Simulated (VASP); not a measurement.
## Al2Au: single point with r2SCAN

Crystal: Al2Au.

```
CELL_PARAMETERS angstrom
0.00000 3.01987 3.01987
3.01987 0.00000 3.01987
3.01987 3.01987 0.00000
ATOMIC_POSITIONS crystal
Au 0.00000 0.00000 0.00000
Al 0.75000 0.75000 0.75000
Al 0.25000 0.25000 0.25000
```

| Item | Value |
| --- | --- |
| Program | VASP 6.6.1 |
| Task | single point |
| Functional | r2SCAN |
| Potentials or basis | VASP PAW PBE potentials, release 64 (Au, Al) |
| Cutoff | 520 eV |
| k mesh | 8 × 8 × 8 |
| Occupations | fermi-dirac, width 0.05 eV |
| Spin | no spin polarisation |
| Dipole correction | no |
| Further INCAR settings | ALGO = Normal; EDIFF = 1e-07; NBANDS = 16 |

```
Pressure : -2.1 GPa
```

Levels at points of the mesh, in eV from the Fermi level:
```csv
k point,band 7,band 8,band 9,band 10,band 11,band 12
"(0.00, 0.00, 0.00)",2.74,3.04,3.04,3.04,4.08,4.08
"(0.50, 0.00, 0.00)",-5.67,0.34,0.34,3.77,3.90,4.03
"(0.50, 0.50, 0.00)",-5.25,-2.21,-2.21,1.45,2.35,8.00
```

Wall time 2.3 min on 1 thread of AMD EPYC 7R13, with other jobs on the host, peak memory 0.17 GiB.

Caveat: the PAW data sets were made with another functional, which shifts forces and pressure a little; spin-orbit coupling is left out, which moves the levels of the heavy elements.
